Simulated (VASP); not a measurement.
# Re (P6_3/mmc) in VASP: further runs

The runs below take Re through single point, with PBE.

All numbers are computed with VASP 6.6.1; they aren't measurements. Logs are shortened: lines on timing, memory, paths and dates and some standing lists are left out, and cuts for length are marked.

## 1. The cell of the first run

It takes space group P6_3/mmc (No. 194, hexagonal). The conventional cell has a = 2.728 Å, b = 2.728 Å, c = 4.410 Å, α = 90.00°, β = 90.00°, γ = 120.00°. Within 3.6 Å of Re (site symmetry -6m2) lie 12 Re at 2.71 to 2.73 Å.

## 2. Single point, PBE (14.21 Å³/atom)

Input file INCAR:

```
SYSTEM = Re
PREC = Accurate
ENCUT = 520
EDIFF = 1E-7
ISMEAR = -1
SIGMA = 0.08
LREAL = .FALSE.
LASPH = .TRUE.
NELM = 80
ALGO = Normal
ISIF = 2
LWAVE = .FALSE.
LCHARG = .FALSE.
GGA = PE
NBANDS = 14
```

Input file KPOINTS:

```
Automatic mesh
0
G
  14 14 8
  0 0 0
```

Input file POSCAR:

```
Re
1.0
    2.7277339515      0.0000000000      0.0000000000
   -1.3638669757      2.3622868968      0.0000000000
    0.0000000000      0.0000000000      4.4098328970
Re
2
Direct
    0.3333333333      0.6666666667      0.2500000000
    0.6666666667      0.3333333333      0.7500000000
```

Potentials or basis: VASP PAW PBE potentials, release 64 (Re).

The run is started by

```bash
cat potpaw_PBE.64/Re/POTCAR > POTCAR
mpirun -np 1 vasp_std > vasp.out
```

OUTCAR:

```text
SYSTEM = Re
   PREC = Accurate
   ENCUT = 520
   EDIFF = 1E-7
   ISMEAR = -1
   LREAL = .FALSE.
   LASPH = .TRUE.
   NELM = 80
   ISIF = 2
   GGA = PE

 ion  position               nearest neighbor table
   1  0.333  0.667  0.250-   2 2.71   2 2.71   2 2.71   2 2.71   2 2.71   2 2.71
   2  0.667  0.333  0.750-   1 2.71   1 2.71   1 2.71   1 2.71   1 2.71   1 2.71

  LATTYP: Found a hexagonal cell.
 ALAT       =     2.7277339515
 C/A-ratio  =     1.6166653257

  Lattice vectors:

 A1 = (   2.7277339515,   0.0000000000,   0.0000000000)
 A2 = (  -1.3638669757,   2.3622868968,   0.0000000000)
 A3 = (   0.0000000000,   0.0000000000,   4.4098328970)

Analysis of symmetry for initial positions (statically):
=====================================================================
 Subroutine PRICEL returns:
 Original cell was already a primitive cell.

 Routine SETGRP: Setting up the symmetry group for a
 hexagonal supercell.

 Subroutine GETGRP returns: Found 24 space group operations
 (whereof 12 operations were pure point group operations)
 out of a pool of 24 trial point group operations.

The static configuration has the point symmetry D_3d.
 The point group associated with its full space group is D_6h.

Analysis of symmetry for dynamics (positions and initial velocities):
=====================================================================
 Subroutine PRICEL returns:
 Original cell was already a primitive cell.

 Routine SETGRP: Setting up the symmetry group for a
 hexagonal supercell.

 Subroutine GETGRP returns: Found 24 space group operations
 (whereof 12 operations were pure point group operations)
 out of a pool of 24 trial point group operations.

The dynamic configuration has the point symmetry D_3d.
 The point group associated with its full space group is D_6h.

 Subroutine INISYM returns: Found 24 space group operations
 (whereof 12 operations are pure point group operations),
 and found     1 'primitive' translations

----------------------------------------------------------------------------------------

                                     Primitive cell

  volume of cell :      28.4156

  direct lattice vectors                    reciprocal lattice vectors
     2.727733951  0.000000000  0.000000000     0.366604668  0.211659304  0.000000000
    -1.363866976  2.362286897  0.000000000     0.000000000  0.423318608  0.000000000
[... 87 lines left out ...]
   EDIFFG = 0.1E-05   stopping-criterion for IOM
   NSW    =      0    number of steps for IOM
   IBRION =     -1    ionic relax: 0-MD 1-quasi-New 2-CG
   NFREE  =      0    steps in history (QN), initial steepest desc. (CG)
   ISIF   =      2    stress and relaxation
   ISYM   =      2    0-nonsym 1-usesym 2-fastsym
   POTIM  = 0.5000    time-step for ionic-motion
   TEBEG  =    0.0;   TEEND  =   0.0 temperature during run
   PSTRESS=    0.0 pullay stress
   NELECT =      14.0000    total number of electrons
   NUPDOWN=      -1.0000    fix difference up-down
   EMIN   =  10.00;   EMAX   =-10.00  energy-range for DOS
   EFERMI =   0.00;   METHOD = LEGACY
   ISMEAR =    -1;   SIGMA  =   0.08  broadening in eV -4-tet -1-fermi 0-gaus
   EFERMI_NEDOS =   21; number of points for ismear=-14 and -15
   IALGO  =     38    algorithm
   IMIX   =      4    mixing-type and parameters
     AMIX     =   0.40;   BMIX     =  1.00
     AMIX_MAG =   1.60;   BMIX_MAG =  1.00
  volume/ion in A,a.u.               =      14.21        95.88
  Fermi-wavevector in a.u.,A,eV,Ry     =   1.293000  2.443416 22.746893  1.671849
  Thomas-Fermi vector in A             =   2.424673
   LORBIT       =      0    0 simple, 1 ext, 2 COOP (PROOUT), +10 PAW based schemes
   GGA     = PE    functional components
   LHFCALC =     F    Hartree Fock is set to
   AEXX    =    0.0000 exact exchange contribution
   IVDW    =     0    specifies the selected vdW correction
   LEPSILON=     F    determine dielectric tensor
   LRPA    =     F    only Hartree local field effects (RPA)
 non-spin polarized calculation
  energy-cutoff  :      520.00
  volume of cell :       28.42
 maximum number of plane-waves:       782
   NGX = 11   NGY = 11   NGZ = 17

 number of electron      14.0000000 magnetization

 Free energy of the ion-electron system (eV)
  ---------------------------------------------------
  ext. energy  EPLUGINS =         0.00000000
  ---------------------------------------------------
  free energy    TOTEN  =       -24.77952480 eV

  energy without entropy =      -24.74767851  energy(sigma->0) =      -24.76360166

 E-fermi :   8.3055     XC(G=0): -13.9252

 val. band max:        8.2808494188   @ k =   0.1429  -0.0000   0.0000
 cond. band min:       8.3061393413   @ k =   0.1429   0.1429   0.0000
 fundamental gap:      0.0252899225
 Fermi energy:         8.3055358155

 k-point     1 :       0.0000    0.0000    0.0000
  band No.  band energies     occupation
      1      -1.7832      2.00000
      2       1.4377      2.00000
      3       6.6398      2.00000
      4       6.6505      2.00000
      5       6.6505      2.00000
      6       7.5326      1.99987
      7       7.5326      1.99987
      8       8.5232      0.12348
      9       8.5232      0.12348
     10       9.0090      0.00030
     11      11.8515      0.00000
     12      11.8515      0.00000
     13      18.8046      0.00000
     14      22.5227      0.00000
[... 377 lines left out ...]
      1       2.8380      2.00000
      2       3.9637      2.00000
      3       4.0802      2.00000
      4       4.9291      2.00000
      5       5.9727      2.00000
      6       6.2670      2.00000
      7       8.2246      1.46672
      8      11.2746      0.00000
      9      11.8076      0.00000
     10      12.0205      0.00000
     11      15.2525      0.00000
     12      15.3526      0.00000
     13      17.1331      0.00000
     14      23.0151      0.00000

 [... further k-points ...]
[... 5 lines left out ...]
  --------------------------------------------------------------------------------------
  -------------------------------------------------------------------------------------
  Total        3.6952448      3.6952448      3.6817295      0.0000000     -0.0000000     -0.0000000
  in kB      208.3516845    208.3516845    207.5896406      0.0000000     -0.0000000     -0.0000000
  external PRESSURE =     208.0976699 kB  Pullay stress =       0.0000000 kB

 VOLUME and BASIS-vectors are now :
 -----------------------------------------------------------------------------
  energy-cutoff  :      520.00
  volume of cell :       28.42
      direct lattice vectors                 reciprocal lattice vectors
     2.727733951  0.000000000  0.000000000     0.366604668  0.211659304  0.000000000
    -1.363866976  2.362286897  0.000000000     0.000000000  0.423318608  0.000000000
     0.000000000  0.000000000  4.409832897     0.000000000  0.000000000  0.226765962

 POSITION                                       TOTAL-FORCE (eV/Angst)
 -----------------------------------------------------------------------------------
     -0.00000      1.57486      1.10246        -0.000000      0.000000      0.000000
      1.36387      0.78743      3.30737         0.000000     -0.000000      0.000000
 -----------------------------------------------------------------------------------
    total drift:                                0.000000     -0.000000     -0.000000

  FREE ENERGIE OF THE ION-ELECTRON SYSTEM (eV)
  ---------------------------------------------------
  free  energy   TOTEN  =       -24.7795247983 eV

  energy  without entropy=      -24.7476785125  energy(sigma->0) =      -24.76360166
```

OSZICAR:

```text
N       E                     dE             d eps       ncg     rms          rms(c)
DAV:   1     0.208158471249E+02    0.20816E+02   -0.68348E+03  6720   0.125E+03
DAV:   2    -0.250948405637E+02   -0.45911E+02   -0.40892E+02  5412   0.288E+02
DAV:   3    -0.261022696894E+02   -0.10074E+01   -0.98156E+00  5312   0.431E+01
DAV:   4    -0.261115215398E+02   -0.92519E-02   -0.92457E-02  5074   0.286E+00
DAV:   5    -0.261116935965E+02   -0.17206E-03   -0.17204E-03  5304   0.665E-01    0.457E+01
DAV:   6    -0.251499937093E+02    0.96170E+00   -0.65806E-01  5812   0.228E+01    0.197E+01
DAV:   7    -0.247920612692E+02    0.35793E+00   -0.52519E-01  5860   0.197E+01    0.545E-01
DAV:   8    -0.247803395432E+02    0.11722E-01   -0.73349E-03  5326   0.792E-01    0.155E-01
DAV:   9    -0.247795082505E+02    0.83129E-03   -0.48025E-04  6342   0.246E-01    0.394E-02
DAV:  10    -0.247795230798E+02   -0.14829E-04   -0.41614E-05  5246   0.485E-02    0.147E-02
DAV:  11    -0.247795253894E+02   -0.23096E-05   -0.90335E-07  4974   0.229E-02    0.232E-03
DAV:  12    -0.247795248563E+02    0.53309E-06   -0.22450E-07  3502   0.848E-03    0.707E-04
DAV:  13    -0.247795247983E+02    0.57952E-07   -0.30733E-08  2568   0.457E-03
   1 F= -.24779525E+02 E0= -.24763602E+02  d E =-.318463E-01
```

stdout:

```text
POSCAR found type information on POSCAR Re
 POSCAR found :  1 types and       2 ions
 scaLAPACK will be used
 LDA part: xc-table for (Slater+PW92), standard interpolation
 POSCAR, INCAR and KPOINTS ok, starting setup
 FFT: planning ... GRIDC
 FFT: planning ... GRID_SOFT
 FFT: planning ... GRID
 WAVECAR not read
 entering main loop
```

It took 21 s on 1 thread of Intel Xeon 6975P-C (Granite Rapids), shared host; peak memory 0.17 GiB.

Results:

* Free energy: -24.7795 eV
* Pressure: 20.8 GPa
* Band gap on the k mesh: zero (bands 7 and 8 overlap by 3.43 eV)

Stress tensor (GPa, compression positive):
```
20.84  0.00  0.00
 0.00 20.84  0.00
 0.00  0.00 20.76
```

Levels at points of the mesh, in eV from the Fermi level:
```tsv
k point	band 3	band 4	band 5	band 6	band 7	band 8	band 9	band 10	band 11	band 12
(0.00, 0.00, 0.00)	-1.67	-1.66	-1.66	-0.77	-0.77	0.22	0.22	0.70	3.55	3.55
(0.50, 0.00, 0.00)	-5.49	-2.02	-1.72	-1.42	-0.61	4.21	4.62	4.77	6.40	7.42
(0.00, 0.00, 0.50)	-2.47	-2.47	-1.79	-1.79	-1.79	-1.79	2.70	2.70	2.70	2.70
(0.50, 0.00, 0.50)	-4.29	-4.29	0.43	0.43	1.02	1.02	4.54	4.54	5.04	5.04
```

Caveat: the cell stands under pressure; spin-orbit coupling is left out, which moves the levels of the heavy elements.

## 3. Single point, PBE (14.58 Å³/atom)

This run uses another cell than the first one, of 14.58 Å³/atom.

Input file INCAR:

```
ALGO = Normal
EDIFF = 1E-6
ENCUT = 520
GGA = PE
ISIF = 2
ISMEAR = -1
LASPH = True
LCHARG = False
LREAL = False
LWAVE = False
NBANDS = 14
NELM = 100
PREC = Accurate
SIGMA = 0.08
```

Input file KPOINTS:

```
k-points
0
Gamma
  14 14 8
```

Input file POSCAR:

```
Re
1.0
    2.7514545678      0.0000000000      0.0000000000
   -1.3757272838      2.3828295530      0.0000000000
    0.0000000000      0.0000000000      4.4481811948
Re
2
Direct
    0.3333333333      0.6666666667      0.2500000000
    0.6666666667      0.3333333333      0.7500000000
```

Potentials or basis: VASP PAW PBE potentials, release 64 (Re).

The run is started by

```bash
cat potpaw_PBE.64/Re/POTCAR > POTCAR
mpirun -np 1 vasp_std > vasp.out
```

Run time: 20 s. Hardware: 1 thread of Intel Xeon 6975P-C (Granite Rapids), shared host; peak memory 0.17 GiB.

It converged, with:

| Property | Result |
| --- | --- |
| Free energy | -24.8501 eV |
| Pressure | 9.4 GPa |
| Band gap on the k mesh | zero (bands 7 and 8 overlap by 3.31 eV) |

Stress tensor (GPa, compression positive):
```
9.44 0.00 0.00
0.00 9.44 0.00
0.00 0.00 9.32
```

Levels at points of the mesh, in eV from the Fermi level:
| k point | band 3 | band 4 | band 5 | band 6 | band 7 | band 8 | band 9 | band 10 | band 11 | band 12 |
| --- | --- | --- | --- | --- | --- | --- | --- | --- | --- | --- |
| (0.00, 0.00, 0.00) | -1.60 | -1.59 | -1.59 | -0.74 | -0.74 | 0.21 | 0.21 | 0.64 | 3.42 | 3.42 |
| (0.50, 0.00, 0.00) | -5.30 | -1.94 | -1.72 | -1.38 | -0.60 | 4.04 | 4.44 | 4.58 | 6.16 | 7.17 |
| (0.00, 0.00, 0.50) | -2.40 | -2.40 | -1.71 | -1.71 | -1.71 | -1.71 | 2.60 | 2.60 | 2.60 | 2.60 |
| (0.50, 0.00, 0.50) | -4.13 | -4.13 | 0.42 | 0.42 | 0.96 | 0.96 | 4.36 | 4.36 | 4.85 | 4.85 |

Caveat: the cell stands under pressure; spin-orbit coupling is left out, which moves the levels of the heavy elements.

## 4. Single point, PBE

This run uses another cell than the first one, of 14.96 Å³/atom.

Input file INCAR:

```
PREC = Accurate
ENCUT = 520
EDIFF = 1E-6
ISMEAR = -1
SIGMA = 0.08
LREAL = False
LASPH = True
NELM = 80
ALGO = Normal
ISIF = 2
LWAVE = False
LCHARG = False
GGA = PE
NBANDS = 14
```

Input file KPOINTS:

```
regular mesh
0
Gamma
  14 14 8
```

Input file POSCAR:

```
Re
1.0
    2.7747730911      0.0000000000      0.0000000000
   -1.3873865455      2.4030239867      0.0000000000
    0.0000000000      0.0000000000      4.4858794431
Re
2
Direct
    0.3333333333      0.6666666667      0.2500000000
    0.6666666667      0.3333333333      0.7500000000
```

The run is started by

```bash
cat potpaw_PBE.64/Re/POTCAR > POTCAR
mpirun -np 1 vasp_std > vasp.out
```

It took 20 s on 1 thread of Intel Xeon 6975P-C (Granite Rapids), shared host; peak memory 0.18 GiB.

The run converged. Its results:

| Quantity | Value |
| --- | --- |
| Free energy | -24.8708 eV |
| Pressure | -0.5 GPa |
| Band gap on the k mesh | zero (bands 7 and 8 overlap by 3.19 eV) |

Stress tensor (GPa, compression positive):
```
-0.48  0.00  0.00
 0.00 -0.48  0.00
 0.00  0.00 -0.66
```

Levels at points of the mesh, in eV from the Fermi level:
```
           k point  band 3  band 4  band 5  band 6  band 7  band 8  band 9  band 10  band 11  band 12
(0.00, 0.00, 0.00)   -1.54   -1.52   -1.52   -0.71   -0.71    0.21    0.21     0.59     3.30     3.30
(0.50, 0.00, 0.00)   -5.12   -1.86   -1.71   -1.34   -0.59    3.89    4.27     4.40     5.93     6.93
(0.00, 0.00, 0.50)   -2.33   -2.33   -1.65   -1.65   -1.65   -1.65    2.50     2.50     2.50     2.50
(0.50, 0.00, 0.50)   -3.99   -3.99    0.41    0.41    0.91    0.91    4.19     4.19     4.68     4.68
```

Caveat: spin-orbit coupling is left out, which moves the levels of the heavy elements.

[end of part 1 of 2]

The gap in the log of VASP goes by the Fermi energy; the results here count the filled bands.